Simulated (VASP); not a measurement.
## Au: single point with PBE

The system is Au.

```
CELL_PARAMETERS angstrom
0.00000 2.04124 2.04124
2.04124 0.00000 2.04124
2.04124 2.04124 0.00000
ATOMIC_POSITIONS crystal
Au 0.00000 0.00000 0.00000
```

| Quantity | Value |
| --- | --- |
| Program | VASP 6.6.1 |
| Task | single point |
| Functional | PBE |
| Potentials or basis | VASP PAW PBE potentials, release 64 (Au) |
| Cutoff | 500 eV |
| k mesh | 13 × 13 × 13 |
| Occupations | fermi-dirac, width 0.05 eV |
| Spin | no spin polarisation |

- Pressure: 8.4 GPa

Levels at points of the mesh, in eV from the Fermi level:
| k point | band 4 | band 5 | band 6 | band 7 | band 8 | band 9 |
| --- | --- | --- | --- | --- | --- | --- |
| (0.00, 0.00, 0.00) | -4.79 | -3.27 | -3.27 | 14.43 | 18.45 | 18.45 |

Wall time 11 s on 1 thread of Intel(R) Xeon(R) Platinum 8488C (Sapphire Rapids), on a shared host, peak memory 0.15 GiB.

Caveat: spin-orbit coupling is left out, which moves the levels of the heavy elements.
